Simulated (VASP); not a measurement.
# Si2Sn3 (P6/mmm) in VASP: further runs, part 2 of 3

VASP 6.6.1. The steps go on from the part before.

**3. Single point, PBE**

This run uses another cell than the first one, of 24.10 Å³/atom.

Input file INCAR:

```
  ALGO = Normal
  EDIFF = 1E-7
  ENCUT = 520
  GGA = PE
  ISIF = 2
  ISMEAR = 0
  LASPH = T
  LCHARG = T
  LELF = T
  LREAL = F
  LVHAR = T
  LWAVE = F
  NBANDS = 33
  NELM = 80
  PREC = Accurate
  SIGMA = 0.1
```

Input file KPOINTS:

```
k-points
0
Gamma
  6 6 2
```

Input file POSCAR:

```
Si2Sn3
1.0
    3.1345050544      0.0000000000      0.0000000000
   -1.5672525272      2.7145610054      0.0000000000
    0.0000000000      0.0000000000     14.1641377915
Si Sn
2 3
Direct
    0.0000000000      0.0000000000      0.5803264076
    0.0000000000      0.0000000000      0.4196735924
    0.0000000000      0.0000000000      0.7727549540
    0.0000000000      0.0000000000      0.0000000000
    0.0000000000      0.0000000000      0.2272450460
```

Potentials or basis: VASP PAW PBE potentials, release 64 (Si, Sn_d).

Command:

```console
$ cat potpaw_PBE.64/Si/POTCAR potpaw_PBE.64/Sn_d/POTCAR > POTCAR
$ mpirun -np 1 vasp_std > vasp.out
```

OUTCAR:

```text
EDIFF = 1E-7
   ENCUT = 520
   GGA = PE
   ISIF = 2
   ISMEAR = 0
   LASPH = T
   LREAL = F
   NELM = 80
   PREC = Accurate

 ion  position               nearest neighbor table
   1  0.000  0.000  0.580-   2 2.28   3 2.73
   2  0.000  0.000  0.420-   1 2.28   5 2.73
   3  0.000  0.000  0.773-   1 2.73   4 3.22
   4  0.000  0.000  0.000-   3 3.22   5 3.22
   5  0.000  0.000  0.227-   2 2.73   4 3.22

  LATTYP: Found a hexagonal cell.
 ALAT       =     3.1345050544
 C/A-ratio  =     4.5187796943

  Lattice vectors:

 A1 = (   3.1345050544,   0.0000000000,   0.0000000000)
 A2 = (  -1.5672525272,   2.7145610054,   0.0000000000)
 A3 = (   0.0000000000,   0.0000000000,  14.1641377915)

Analysis of symmetry for initial positions (statically):
=====================================================================
 Subroutine PRICEL returns:
 Original cell was already a primitive cell.

 Routine SETGRP: Setting up the symmetry group for a
 hexagonal supercell.

 Subroutine GETGRP returns: Found 24 space group operations
 (whereof 24 operations were pure point group operations)
 out of a pool of 24 trial point group operations.

The static configuration has the point symmetry D_6h.

Analysis of symmetry for dynamics (positions and initial velocities):
=====================================================================
 Subroutine PRICEL returns:
 Original cell was already a primitive cell.

 Routine SETGRP: Setting up the symmetry group for a
 hexagonal supercell.

 Subroutine GETGRP returns: Found 24 space group operations
 (whereof 24 operations were pure point group operations)
 out of a pool of 24 trial point group operations.

The dynamic configuration has the point symmetry D_6h.

 Subroutine INISYM returns: Found 24 space group operations
 (whereof 24 operations are pure point group operations),
 and found     1 'primitive' translations

----------------------------------------------------------------------------------------

                                     Primitive cell

  volume of cell :     120.5199

  direct lattice vectors                    reciprocal lattice vectors
     3.134505054  0.000000000  0.000000000     0.319029634  0.184191845  0.000000000
    -1.567252527  2.714561005  0.000000000     0.000000000  0.368383690  0.000000000
     0.000000000  0.000000000 14.164137791     0.000000000  0.000000000  0.070600838

  length of vectors
     3.134505054  3.134505054 14.164137791     0.368383690  0.368383690  0.070600838

  position of ions in fractional coordinates (direct lattice)
     0.000000000  0.000000000  0.580326408
     0.000000000  0.000000000  0.419673592
     0.000000000  0.000000000  0.772754954
     0.000000000  0.000000000  0.000000000
     0.000000000  0.000000000  0.227245046

  ion indices of the primitive-cell ions
   primitive index   ion index
                 1           1
                 2           2
                 3           3
                 4           4
                 5           5

[... 30 lines left out ...]
  0.333333  0.000000  0.000000      6.000000
  0.500000  0.000000  0.000000      3.000000
  0.166667  0.166667  0.000000      6.000000
  0.333333  0.166667  0.000000     12.000000
  0.333333  0.333333  0.000000      2.000000
  0.000000  0.000000  0.500000      1.000000
  0.166667  0.000000  0.500000      6.000000
  0.333333  0.000000  0.500000      6.000000
  0.500000  0.000000  0.500000      3.000000
  0.166667  0.166667  0.500000      6.000000
  0.333333  0.166667  0.500000     12.000000
  0.333333  0.333333  0.500000      2.000000
   k-points           NKPTS =     14   k-points in BZ     NKDIM =     14   number of bands    NBANDS=     33
   number of dos      NEDOS =    301   number of ions     NIONS =      5
   total plane-waves  NPLWV =  62208
   dimension x,y,z NGX =    24 NGY =   24 NGZ =  108
   dimension x,y,z NGXF=    48 NGYF=   48 NGZF=  216
   ions per type =               2   3
   NGX,Y,Z   is equivalent  to a cutoff of  12.73, 12.73, 12.68 a.u.
   NGXF,Y,Z  is equivalent  to a cutoff of  25.46, 25.46, 25.35 a.u.
 SYSTEM =  unknown system
   PREC   = accura    normal or accurate (medium, high low for compatibility)
   ISTART =      0    job   : 0-new  1-cont  2-samecut
   ICHARG =      2    charge: 1-file 2-atom 10-const
   ISPIN  =      1    spin polarized calculation?
   LNONCOLLINEAR =      F non collinear calculations
   LSORBIT =      F    spin-orbit coupling
   LASPH  =      T    aspherical Exc in radial PAW
   ENCUT  =  520.0 eV  38.22 Ry    6.18 a.u.   5.83  5.83 26.34*2*pi/ulx,y,z
   NELM   =     80;   NELMIN=  2; NELMDL= -5     # of ELM steps
   EDIFF  = 0.1E-06   stopping-criterion for ELM
   LREAL  =      F    real-space projection
   EDIFFG = 0.1E-05   stopping-criterion for IOM
   NSW    =      0    number of steps for IOM
   IBRION =     -1    ionic relax: 0-MD 1-quasi-New 2-CG
   NFREE  =      0    steps in history (QN), initial steepest desc. (CG)
   ISIF   =      2    stress and relaxation
   ISYM   =      2    0-nonsym 1-usesym 2-fastsym
   POTIM  = 0.5000    time-step for ionic-motion
   TEBEG  =    0.0;   TEEND  =   0.0 temperature during run
   PSTRESS=    0.0 pullay stress
   NELECT =      50.0000    total number of electrons
   NUPDOWN=      -1.0000    fix difference up-down
   EMIN   =  10.00;   EMAX   =-10.00  energy-range for DOS
   EFERMI =   0.00;   METHOD = LEGACY
   ISMEAR =     0;   SIGMA  =   0.10  broadening in eV -4-tet -1-fermi 0-gaus
   EFERMI_NEDOS =   21; number of points for ismear=-14 and -15
   IALGO  =     38    algorithm
   IMIX   =      4    mixing-type and parameters
     AMIX     =   0.40;   BMIX     =  1.00
     AMIX_MAG =   1.60;   BMIX_MAG =  1.00
  volume/ion in A,a.u.               =      24.10       162.66
  Fermi-wavevector in a.u.,A,eV,Ry     =   1.220989  2.307336 20.283774  1.490815
  Thomas-Fermi vector in A             =   2.356188
   LORBIT       =      0    0 simple, 1 ext, 2 COOP (PROOUT), +10 PAW based schemes
   GGA     = PE    functional components
   LHFCALC =     F    Hartree Fock is set to
   AEXX    =    0.0000 exact exchange contribution
   IVDW    =     0    specifies the selected vdW correction
   LEPSILON=     F    determine dielectric tensor
   LRPA    =     F    only Hartree local field effects (RPA)
 non-spin polarized calculation
 Gauss-broadening in eV      SIGMA  =   0.10
  energy-cutoff  :      520.00
  volume of cell :      120.52
 maximum number of plane-waves:      3270
 NGX is ok and might be reduce to    24
   NGX = 11   NGY = 11   NGZ = 53

 number of electron      50.0000018 magnetization

 Free energy of the ion-electron system (eV)
  ---------------------------------------------------
  ext. energy  EPLUGINS =         0.00000000
  ---------------------------------------------------
  free energy    TOTEN  =       -20.43849160 eV

  energy without entropy =      -20.43025111  energy(sigma->0) =      -20.43437135

 E-fermi :   7.4643     XC(G=0): -10.1683

 val. band max:        7.4012010583   @ k =   0.3333   0.3333   0.0000
 cond. band min:       7.5590837020   @ k =   0.3333   0.3333   0.0000
 fundamental gap:      0.1578826437
 Fermi energy:         7.4643019086

 k-point     1 :       0.0000    0.0000    0.0000
  band No.  band energies     occupation
      1     -14.2638      2.00000
      2     -14.2226      2.00000
      3     -14.2192      2.00000
      4     -14.2192      2.00000
      5     -14.2191      2.00000
      6     -14.2191      2.00000
[... 493 lines left out ...]
     32      10.3562      0.00000
     33      10.9127      0.00000

------------------------ aborting loop because EDIFF is reached ----------------------------------------

  FORCE on cell =-STRESS in cart. coord.  units (eV):
  Direction    XX          YY          ZZ          XY          YZ          ZX
  --------------------------------------------------------------------------------------
  -------------------------------------------------------------------------------------
  Total       -0.1169824     -0.1169824      0.0973978      0.0000000      0.0000000     -0.0000000
  in kB       -1.5551502     -1.5551502      1.2947946      0.0000000      0.0000000     -0.0000000
  external PRESSURE =      -0.6051686 kB  Pullay stress =       0.0000000 kB

 VOLUME and BASIS-vectors are now :
 -----------------------------------------------------------------------------
  energy-cutoff  :      520.00
  volume of cell :      120.52
      direct lattice vectors                 reciprocal lattice vectors
     3.134505054  0.000000000  0.000000000     0.319029634  0.184191845  0.000000000
    -1.567252527  2.714561005  0.000000000     0.000000000  0.368383690  0.000000000
     0.000000000  0.000000000 14.164137791     0.000000000  0.000000000  0.070600838

 POSITION                                       TOTAL-FORCE (eV/Angst)
 -----------------------------------------------------------------------------------
      0.00000      0.00000      8.21982        -0.000000      0.000000      0.009196
      0.00000      0.00000      5.94431        -0.000000     -0.000000     -0.009196
      0.00000      0.00000     10.94541         0.000000      0.000000      0.004731
      0.00000      0.00000      0.00000         0.000000     -0.000000     -0.000000
      0.00000      0.00000      3.21873         0.000000      0.000000     -0.004731
 -----------------------------------------------------------------------------------
    total drift:                                0.000000      0.000000      0.000000

  FREE ENERGIE OF THE ION-ELECTRON SYSTEM (eV)
  ---------------------------------------------------
  free  energy   TOTEN  =       -20.4384915956 eV

  energy  without entropy=      -20.4302511133  energy(sigma->0) =      -20.43437135
```

OSZICAR:

```text
N       E                     dE             d eps       ncg     rms          rms(c)
DAV:   1     0.445499709821E+03    0.44550E+03   -0.24078E+04   948   0.207E+03
DAV:   2     0.363520614862E+02   -0.40915E+03   -0.39938E+03   924   0.522E+02
DAV:   3    -0.183585631116E+02   -0.54711E+02   -0.53505E+02  1108   0.170E+02
DAV:   4    -0.206917264492E+02   -0.23332E+01   -0.23190E+01  1100   0.378E+01
DAV:   5    -0.207767238725E+02   -0.84997E-01   -0.84968E-01  1359   0.705E+00    0.447E+00
DAV:   6    -0.205153148700E+02    0.26141E+00   -0.17814E+00  1234   0.779E+00    0.272E+00
DAV:   7    -0.204533115614E+02    0.62003E-01   -0.66384E-01  1194   0.468E+00    0.173E+00
DAV:   8    -0.204381339060E+02    0.15178E-01   -0.14371E-01  1154   0.220E+00    0.321E-01
DAV:   9    -0.204387728612E+02   -0.63896E-03   -0.19083E-02  1243   0.831E-01    0.197E-01
DAV:  10    -0.204383845311E+02    0.38833E-03   -0.34498E-03  1173   0.552E-01    0.848E-02
DAV:  11    -0.204384952232E+02   -0.11069E-03   -0.13293E-03  1106   0.461E-01    0.683E-02
DAV:  12    -0.204384897322E+02    0.54909E-05   -0.14064E-04  1196   0.125E-01    0.301E-02
DAV:  13    -0.204384946988E+02   -0.49666E-05   -0.40672E-05  1307   0.765E-02    0.991E-03
DAV:  14    -0.204384917682E+02    0.29306E-05   -0.16589E-05  1130   0.393E-02    0.504E-03
DAV:  15    -0.204384919700E+02   -0.20172E-06   -0.15073E-06  1110   0.108E-02    0.296E-03
DAV:  16    -0.204384916491E+02    0.32091E-06   -0.57229E-07  1078   0.711E-03    0.108E-03
DAV:  17    -0.204384915956E+02    0.53490E-07   -0.25694E-07   889   0.349E-03
   1 F= -.20438492E+02 E0= -.20434371E+02  d E =-.824048E-02
```

stdout:

```text
POSCAR found type information on POSCAR SiSn
 POSCAR found :  2 types and       5 ions
 scaLAPACK will be used
 LDA part: xc-table for (Slater+PW92), standard interpolation
 POSCAR, INCAR and KPOINTS ok, starting setup
 FFT: planning ... GRIDC
 FFT: planning ... GRID_SOFT
 FFT: planning ... GRID
 WAVECAR not read
 entering main loop
```

Wall time 56 s (1 thread of AMD EPYC 7R13 (Zen 3), shared host); peak memory 0.22 GiB.

Results:

```
Free energy            : -20.4385 eV
Pressure               : -0.1 GPa
Largest force          : 0.009 eV/Å
Band gap on the k mesh : zero (bands 25 and 26 overlap by 7.39 eV)
```

Forces on the atoms (eV/Å):
```
Si   0.000  0.000  0.009
Si   0.000  0.000 -0.009
Sn   0.000  0.000  0.005
Sn   0.000  0.000  0.000
Sn   0.000  0.000 -0.005
```

Stress tensor (GPa, compression positive):
```
-0.16  0.00  0.00
 0.00 -0.16  0.00
 0.00  0.00  0.13
```

Caveat: the k points lie up to 0.39 Å⁻¹ apart, too coarse for converged energies and pressures of a metal; spin-orbit coupling is left out, which moves the levels of the heavy elements.

**4. Single point, PBE**

This run uses another cell than the first one, of 23.76 Å³/atom.

Input file INCAR:

```
SYSTEM = Si2Sn3
  ALGO = Fast
  EDIFF = 1E-6
  ENCUT = 520
  GGA = PE
  ISIF = 2
  ISMEAR = 0
  LASPH = .TRUE.
  LCHARG = .TRUE.
  LELF = .TRUE.
  LREAL = .FALSE.
  LVHAR = .TRUE.
  LWAVE = .FALSE.
  NBANDS = 33
  NELM = 100
  PREC = Accurate
  SIGMA = 0.1
```

Input file KPOINTS:

```
k-points
0
G
  12 12 4
  0 0 0
```

Input file POSCAR:

```
Si2Sn3
1.0
    3.1093209176      0.0000000000      0.0000000000
   -1.5546604588      2.6927509032      0.0000000000
    0.0000000000      0.0000000000     14.1864746722
Si Sn
2 3
Direct
    0.0000000000      0.0000000000      0.5841636837
    0.0000000000      0.0000000000      0.4158363163
    0.0000000000      0.0000000000      0.7787592245
    0.0000000000      0.0000000000      0.0000000000
    0.0000000000      0.0000000000      0.2212407755
```

Potentials or basis: VASP PAW PBE potentials, release 64 (Si, Sn_d).

Command:

```console
$ cat potpaw_PBE.64/Si/POTCAR potpaw_PBE.64/Sn_d/POTCAR > POTCAR
$ mpirun -np 1 vasp_std > vasp.out
```

OUTCAR:

```text
SYSTEM = Si2Sn3
   EDIFF = 1E-6
   ENCUT = 520
   GGA = PE
   ISIF = 2
   ISMEAR = 0
   LASPH = .TRUE.
   LREAL = .FALSE.
   NELM = 100
   PREC = Accurate

 ion  position               nearest neighbor table
   1  0.000  0.000  0.584-   2 2.39   3 2.76
   2  0.000  0.000  0.416-   1 2.39   5 2.76
   3  0.000  0.000  0.779-   1 2.76   4 3.14
   4  0.000  0.000  0.000-   3 3.14   5 3.14
   5  0.000  0.000  0.221-   2 2.76   4 3.14

[... 1061 lines left out ...]
     33      13.0577      0.00000

 [... further k-points ...]
[... 5 lines left out ...]
  --------------------------------------------------------------------------------------
  -------------------------------------------------------------------------------------
  Total       -0.0173530     -0.0173530     -0.0209889      0.0000000     -0.0000000      0.0000000
  in kB       -0.2340720     -0.2340720     -0.2831164      0.0000000     -0.0000000      0.0000000
  external PRESSURE =      -0.2504201 kB  Pullay stress =       0.0000000 kB

 VOLUME and BASIS-vectors are now :
 -----------------------------------------------------------------------------
  energy-cutoff  :      520.00
  volume of cell :      118.78
      direct lattice vectors                 reciprocal lattice vectors
     3.109320918  0.000000000  0.000000000     0.321613634  0.185683718  0.000000000
    -1.554660459  2.692750903  0.000000000     0.000000000  0.371367436  0.000000000
     0.000000000  0.000000000 14.186474672     0.000000000  0.000000000  0.070489676

 POSITION                                       TOTAL-FORCE (eV/Angst)
 -----------------------------------------------------------------------------------
      0.00000      0.00000      8.28722        -0.000000      0.000000     -0.001621
      0.00000      0.00000      5.89925         0.000000     -0.000000      0.001621
      0.00000      0.00000     11.04785         0.000000     -0.000000      0.000700
      0.00000      0.00000      0.00000        -0.000000     -0.000000     -0.000000
      0.00000      0.00000      3.13863        -0.000000      0.000000     -0.000700
 -----------------------------------------------------------------------------------
    total drift:                                0.000000      0.000000      0.000000

  FREE ENERGIE OF THE ION-ELECTRON SYSTEM (eV)
  ---------------------------------------------------
  free  energy   TOTEN  =       -20.4903108788 eV

  energy  without entropy=      -20.4729360004  energy(sigma->0) =      -20.48162344
```

stdout:

```text
POSCAR found type information on POSCAR SiSn
 POSCAR found :  2 types and       5 ions
 scaLAPACK will be used
 LDA part: xc-table for (Slater+PW92), standard interpolation
 POSCAR, INCAR and KPOINTS ok, starting setup
 FFT: planning ... GRIDC
 FFT: planning ... GRID_SOFT
 FFT: planning ... GRID
 WAVECAR not read
 entering main loop
```

It took 2.8 min on 1 thread of AMD EPYC 7R13 (Zen 3), shared host; peak memory 0.32 GiB.

What came out:

| Item | Value |
| --- | --- |
| Free energy | -20.4903 eV |
| Pressure | 0.0 GPa |
| Band gap on the k mesh | zero (bands 25 and 26 overlap by 7.78 eV) |

Levels at points of the mesh, in eV from the Fermi level:
```tsv
k point	band 22	band 23	band 24	band 25	band 26	band 27	band 28	band 29
(0.00, 0.00, 0.00)	-3.72	1.09	1.09	5.46	5.46	6.61	7.20	7.20
(0.50, 0.00, 0.00)	-4.17	-3.83	-2.98	-1.74	-0.67	0.27	2.71	3.67
(0.00, 0.00, 0.50)	-1.67	-1.48	3.31	5.00	5.47	5.47	7.18	7.18
(0.50, 0.00, 0.50)	-3.49	-3.49	-2.97	-1.82	-1.59	2.01	2.41	2.72
```

Caveat: spin-orbit coupling is left out, which moves the levels of the heavy elements.

(Part 2 of 3 ends here.)
